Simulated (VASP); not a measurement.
Input of a VASP 6.6.1 run:

Contents of INCAR:

```
SYSTEM = C
PREC = Accurate ; ENCUT = 520
EDIFF = 1E-6 ; ISMEAR = 0
SIGMA = 0.05 ; LREAL = .False.
LASPH = .True. ; NELM = 80
ALGO = Normal ; ISIF = 2
LWAVE = .False. ; LCHARG = .False.
GGA = PS ; NBANDS = 11
```

Contents of KPOINTS:

```
Automatic mesh
0
Gamma
  15 15 15
  0 0 0
```

The input POSCAR:

```
C
1.0
    1.2894276638      0.7444514088      3.2633355684
   -1.2894276638      0.7444514088      3.2633355684
    0.0000000000     -1.4889028176      3.2633355684
C
2
Direct
    0.1640000000      0.1640000000      0.1640000000
    0.8360000000      0.8360000000      0.8360000000
```

Potentials or basis: VASP PAW PBE potentials, release 64 (C).

Command:

```bash
$ cat potpaw_PBE.64/C/POTCAR > POTCAR
$ mpirun -np 1 vasp_std > vasp.out
```

(1) Estimate the largest force.

(2) Predict the pressure.

Answers

(1) 0.805 eV/Å.

(2) -32.3 GPa.

Caveat: the cell differs from its parent crystal (strain +0.050 along x and y, -0.025 along z); the cell stands under tension; this functional lacks dispersion, which binds the layers, so the pressure and a relaxed spacing across them are unreliable; the PAW data sets were made with another functional, which shifts forces and pressure a little.
